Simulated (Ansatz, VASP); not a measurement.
**In: VASP beside Ansatz**

```xyz
2
Lattice="3.4009 0.0000 0.0000 -1.7005 2.9453 0.0000 0.0000 0.0000 5.6172" Properties=species:S:1:pos:R:3 pbc="T T T"
In    1.7005    0.9818    4.2129
In    0.0000    1.9635    1.4043
```

Alike in both runs: task single point; functional r2SCAN; k mesh 9 × 9 × 5; occupations fermi-dirac, width 0.05 eV; no spin polarisation.

```csv
,VASP,Ansatz
version,VASP 6.6.1,Ansatz 0.2.0
potentials or method,"VASP PAW PBE potentials, release 64 (In_d)",Ansatz PAW
plane-wave cutoff (eV),520,500
valence electrons in the cell,26,26
```

VASP gave:

* gap on the k mesh at the Fermi level (eV): none
* pressure (GPa): -2.3
* traceless stress, the component that is largest in VASP (GPa): 0.13

Problem. What did Ansatz give for the same quantities?

Solution. gap on the k mesh at the Fermi level (eV): none; pressure (GPa): -2.2; traceless stress, the component that is largest in VASP (GPa): 0.12.

VASP's potentials were made for PBE, not for r2SCAN. A gap of «none» marks a metal or a gap that the smearing closes. The functional is the same, so the differences come from potentials, cutoffs and numerics.
